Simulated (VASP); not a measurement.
Input of a VASP 6.6.1 run:

Contents of INCAR:

```
PREC = Accurate ; ENCUT = 520
EDIFF = 1E-6 ; ISMEAR = 0
SIGMA = 0.1 ; LREAL = False
LASPH = True ; NELM = 150
ALGO = Normal ; ISIF = 2
LWAVE = False ; LCHARG = False
ISPIN = 2 ; MAGMOM = 0 0 0 0 3 0 0 0
LORBIT = 11 ; LMAXMIX = 4
LDIPOL = True ; IDIPOL = 3
DIPOL = 0.5 0.5 0.349 ; GGA = PE
NBANDS = 44
```

KPOINTS

```
Automatic mesh
0
Gamma
  9 9 1
```

Contents of POSCAR:

```
Ti3N5
1.0
    3.0028555063      0.0000000000      0.0000000000
   -1.5014277532      2.6005491524      0.0000000000
    0.0000000000      0.0000000000     24.1233847547
N Ti
5 3
Direct
    0.3333333333      0.6666666667      0.1658142106
    0.0000000000      0.0000000000      0.2674509120
    0.6666666667      0.3333333333      0.3654788005
    0.3333333333      0.6666666667      0.4611038156
    1.2222222222     -0.2222222222      0.5684685169
    0.6666666667      0.3333333333      0.2166325614
    0.3333333333      0.6666666667      0.3190139885
    0.0000000000      0.0000000000      0.4290633808
```

Potentials or basis: VASP PAW PBE potentials, release 64 (N, Ti_sv).

Command:

```sh
$ cat potpaw_PBE.64/N/POTCAR potpaw_PBE.64/Ti_sv/POTCAR > POTCAR
$ mpirun -np 1 vasp_std > vasp.out
```

Estimate the net moment.

2.96 μB per cell.

Predict the band gap on the k mesh.

zero (filled and empty bands overlap).

Predict the site moments.

N -0.01, +0.00, +0.01, +1.95 (each value once); Ti +0.00, -0.01, +0.03 μB.

Predict the largest force.

5.732 eV/Å.

Forces in eV/Å, atoms in the order of the input:
```
N    0.000  0.000  4.380
N    0.001  0.000  1.281
N    0.002 -0.001  0.108
N    0.020 -0.011  0.028
N   -0.025  0.015  0.145
Ti   0.000  0.000 -5.732
Ti  -0.003  0.002 -0.011
Ti   0.005 -0.003 -0.199
```
